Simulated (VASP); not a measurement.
Write the native input for VASP 6.6.1 that does the following.

- Task: single point
- Functional: PBEsol
- Dispersion: D3(BJ)
- Potentials or basis: VASP PAW PBE potentials, release 64 (Se)
- Cutoff: 520 eV
- k mesh: 12 × 12 × 8
- Occupations: gaussian, width 0.03 eV
- Spin: no spin polarisation
- Dipole correction: no
- Further INCAR settings: ALGO = Normal; EDIFF = 1e-07; NBANDS = 16

The structure of Se lies in POSCAR:

```
Se
1.0
    3.9864874913      0.0000000000      0.0000000000
   -1.9932437456      3.4523994393      0.0000000000
    0.0000000000      0.0000000000      5.2732891475
Se
3
Direct
    0.2610773134      0.0000000000      0.3333333333
    0.0000000000      0.2610773134      0.6666666667
    0.7389226866      0.7389226866      0.0000000000
```

This cell differs from its parent crystal: volume 24.192 Å^3 an atom, c/a of the conventional cell 1.3228.

These files were run (other wordings do the same):

INCAR

```
SYSTEM = Se
PREC     = Accurate       ! precision mode
ENCUT    = 520            ! plane-wave cutoff, eV
EDIFF    = 1E-7           ! SCF threshold, eV
ISMEAR   = 0              ! smearing method
SIGMA    = 0.03           ! smearing width, eV
LREAL    = .False.        ! projectors in reciprocal space
LASPH    = .True.         ! aspherical terms in the spheres
NELM     = 60             ! most SCF steps
ALGO     = Normal         ! electronic algorithm
ISIF     = 2              ! what is computed and relaxed
LWAVE    = .False.        ! write WAVECAR
LCHARG   = .False.        ! write CHGCAR
GGA      = PS             ! functional
IVDW     = 12             ! dispersion correction
NBANDS   = 16             ! bands
```

KPOINTS

```
Automatic mesh
0
Gamma
  12 12 8
  0 0 0
```

Potentials or basis: VASP PAW PBE potentials, release 64 (Se).

Command:

```console
$ cat potpaw_PBE.64/Se/POTCAR > POTCAR
$ mpirun -np 1 vasp_std > vasp.out
```

Results of the run:

```
Pressure                   : -5.0 GPa
Largest force              : 0.400 eV/Å
Band gap on the k mesh     : 0.19 eV, direct
Dispersion energy per atom : -0.311 eV
```

Caveat: the PAW data sets were made with another functional, which shifts forces and pressure a little.

It took 92 s on 1 thread of Intel(R) Xeon(R) Platinum 8375C CPU @ 2.90GHz (Ice Lake), with other jobs on the host, peak memory 0.26 GiB.
